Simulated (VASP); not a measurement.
Runs of VASP 6.6.1 on Ti. The structure is that of space group P6_3/mmc (No. 194), or close to it. The cells are those of the table. 

```tsv
cell	gap on the mesh (eV)	pressure (GPa)
a = 2.861, b = 2.861, c = 4.616 Å, angles 90.0, 90.0, 120.0°, 2 atoms	none	7.7
a = 2.861, b = 2.861, c = 4.756 Å, angles 90.0, 90.0, 120.0°, 2 atoms	none	3.6
a = 2.861, b = 2.861, c = 4.545 Å, angles 90.0, 90.0, 120.0°, 2 atoms	none	(b)
a = 2.861, b = 2.861, c = 4.686 Å, angles 90.0, 90.0, 120.0°, 2 atoms	none	(a)
a = 2.906, b = 2.906, c = 4.545 Å, angles 90.0, 90.0, 120.0°, 2 atoms	none	5.5
```

Alike in all rows: task single point; level r2SCAN; potentials or basis VASP PAW PBE potentials, release 64 (Ti_sv); no spin polarisation; k mesh 18 × 18 × 10; cutoff (eV) 520; smearing gaussian 0.15 eV.

Problem. Estimate the missing entries.

Solution. (a) 5.6; (b) 9.9.

Caveats: the PAW data sets were made with another functional, which shifts forces and pressure a little; the cell stands under pressure (at least some runs); the stress differs along the axes, from -1 to 6 GPa (at least some runs).

A gap of «none» marks levels without a gap at the run's occupations.
